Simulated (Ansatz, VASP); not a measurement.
**Two plane-wave programs on InPd**

The input INCAR:

```
SYSTEM = InPd
ALGO     = Normal         ! electronic algorithm
EDIFF    = 1E-7           ! SCF threshold, eV
EDIFFG   = -0.01          ! ionic threshold
ENCUT    = 600            ! plane-wave cutoff, eV
IBRION   = 2              ! ionic algorithm
ISIF     = 3              ! what is computed and relaxed
ISMEAR   = -1             ! smearing method
LASPH    = .TRUE.         ! aspherical terms in the spheres
LCHARG   = .FALSE.        ! write CHGCAR
LMIXTAU  = .TRUE.       
LREAL    = .FALSE.        ! projectors in reciprocal space
LWAVE    = .FALSE.        ! write WAVECAR
METAGGA  = R2SCAN         ! meta-GGA
NELM     = 80             ! most SCF steps
NSW      = 40             ! ionic steps
PREC     = Accurate       ! precision mode
SIGMA    = 0.05           ! smearing width, eV
```

File KPOINTS:

```
k-points
0
G
  8 8 8
  0 0 0
```

Contents of POSCAR:

```
InPd
1.0
    0.0000000000      2.7460700000      2.7460700000
    2.7460700000      0.0000000000      2.7460700000
    2.7460700000      2.7460700000      0.0000000000
In Pd
1 1
Direct
    0.0000000000      0.0000000000      0.0000000000
    0.5000000000      0.5000000000      0.5000000000
```

input.yaml

```yaml
crystal:
  lattice:
    - [0.0, 2.74607, 2.74607]
    - [2.74607, 0.0, 2.74607]
    - [2.74607, 2.74607, 0.0]
  atoms:
    - { symbol: In, position: [0.0, 0.0, 0.0] }
    - { symbol: Pd, position: [0.5, 0.5, 0.5] }
hamiltonian:
  xc: r2scan
  pseudopotentials: { kind: paw }
kpoints:
  mp_grid: { grid: [8, 8, 8] }
scf:
  occupations: { method: fermi_dirac, width: 0.05 }
output:
  forces: true
  stress: true
  eigenvalues: true
relax:
  f_tol: 0.01
  max_steps: 40
  cell: { stress_tol: 0.05 }
```

Alike in both runs: task relaxation of cell and atoms; functional r2SCAN; k mesh 8 × 8 × 8; occupations fermi-dirac, width 0.05 eV; no spin polarisation.

```csv
,VASP,Ansatz
version,VASP 6.6.1,Ansatz 0.2.0
potentials or method,"VASP PAW PBE potentials, release 64 (In_d, Pd)",Ansatz PAW
plane-wave cutoff (eV),600,500
valence electrons in the cell,23,31
```

|  | VASP | Ansatz | Ansatz less VASP |
| --- | --- | --- | --- |
| gap on the k mesh at the Fermi level, each at its own relaxed structure (eV) | none | none | - |
| relaxed volume (Å³/atom) | 20.15 | 20.05 | -0.105 |
| relaxed cell length with the largest relative difference (Å) | 3.848 | 3.842 | -0.0067 |

VASP's potentials were made for PBE, not for r2SCAN. A gap of «none» marks a metal or a gap that the smearing closes. VASP's potentials hold 23 valence electrons a cell and Ansatz's 31, so a difference there can come from the potentials and not from the codes.

Noted on Ansatz's run: the plane-wave basis is chosen anew once the cell has moved, so the energies of steps on either side of that aren't comparable.
